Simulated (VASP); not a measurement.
# BiTe: single point with PBEsol

Crystal: BiTe.

```
Bi Te
1.0
     0.00000    3.73453    2.42745
     3.73453    0.00000    2.42745
     3.73453    3.73453    0.00000
Bi Te
1 1
Direct
  0.00000 0.00000 0.00000
  0.50000 0.50000 0.50000
```

This cell differs from its parent crystal: ratio of the length along z to the lengths across it x 0.65, volume and fractional coordinates fixed.

```
Program             : VASP 6.6.1
Task                : single point
Functional          : PBEsol
Potentials or basis : VASP PAW PBE potentials, release 64 (Bi_d, Te)
Cutoff              : 520 eV
k mesh              : 14 × 14 × 14
Occupations         : gaussian, width 0.15 eV
Spin                : no spin polarisation
```

```json
{"Pressure": "24.5 GPa", "Band gap on the k mesh": "zero (an odd number of electrons rules out a gap without spin polarisation)"}
```

Stress tensor (GPa, compression positive):
```
-0.19  0.00  0.00
 0.00 -0.19  0.00
 0.00  0.00 73.75
```

Levels at points of the mesh, in eV from the Fermi level:
```
           k point  band 8  band 9  band 10  band 11  band 12  band 13
(0.00, 0.00, 0.00)   -6.30   -2.15    -2.15     0.80     0.80     2.87
(0.50, 0.00, 0.00)   -2.61   -2.42    -1.64    -1.28     2.49     3.27
(0.50, 0.50, 0.00)   -7.15   -5.00    -5.00     1.79     3.71     3.71
(0.50, 0.00, 0.50)   -6.70   -5.79    -1.82     0.27     3.70     4.18
```

It took 110 s on 1 thread of Intel(R) Xeon(R) 6975P-C (Granite Rapids) (shared host), peak memory 0.44 GiB.

Caveat: the cell stands under pressure; the PAW data sets were made with another functional, which shifts forces and pressure a little; spin-orbit coupling is left out, which moves the levels of the heavy elements.
